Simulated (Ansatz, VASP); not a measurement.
**One calculation of Rh, two programs**

The input INCAR:

```
SYSTEM = Rh
PREC = Accurate
ENCUT = 520
EDIFF = 1E-6
ISMEAR = 0
SIGMA = 0.1
LREAL = .False.
LASPH = .True.
NELM = 80
ALGO = Normal
ISIF = 2
LWAVE = .False.
LCHARG = .False.
GGA = PE
NBANDS = 14
```

The input KPOINTS:

```
Automatic mesh
0
Gamma
  18 18 18
  0 0 0
```

Contents of POSCAR:

```
Rh
1.0
    0.0000000000      1.9686556995      1.9686556995
    1.9686556995      0.0000000000      1.9686556995
    1.9686556995      1.9686556995      0.0000000000
Rh
1
Direct
    0.0000000000      0.0000000000      0.0000000000
```

Input for Ansatz:

```yaml
crystal:
  lattice:
    - [0.0, 1.9686556995, 1.9686556995]
    - [1.9686556995, 0.0, 1.9686556995]
    - [1.9686556995, 1.9686556995, 0.0]
  atoms:
    - { symbol: Rh, position: [0.0, 0.0, 0.0] }
basis:
  ecutwfc: 420
kpoints:
  mp_grid: { grid: [18, 18, 18] }
hamiltonian:
  xc: pbe
scf:
  occupations: { method: gaussian, width: 0.1 }
output:
  forces: true
  stress: true
  eigenvalues: true
```

Alike in both runs: task single point; functional PBE; k mesh 18 × 18 × 18; occupations gaussian, width 0.1 eV; no spin polarisation.

|  | VASP | Ansatz |
| --- | --- | --- |
| version | VASP 6.6.1 | Ansatz 0.2.0 |
| potentials or method | VASP PAW PBE potentials, release 64 (Rh_pv), cutoff 520 eV | scalar-relativistic, plane waves, PAW |
| valence electrons in the cell | 15 | 17 |

|  | VASP | Ansatz | Ansatz less VASP |
| --- | --- | --- | --- |
| gap on the k mesh at the Fermi level (eV) | none | none | - |
| pressure (GPa) | -17.1 | -17.2 | -0.04 |

A gap of «none» marks a metal or a gap that the smearing closes. The functional is the same, so the differences come from potentials, cutoffs and numerics. VASP's potentials hold 15 valence electrons a cell and Ansatz's 17, so a difference there can come from the potentials and not from the codes.
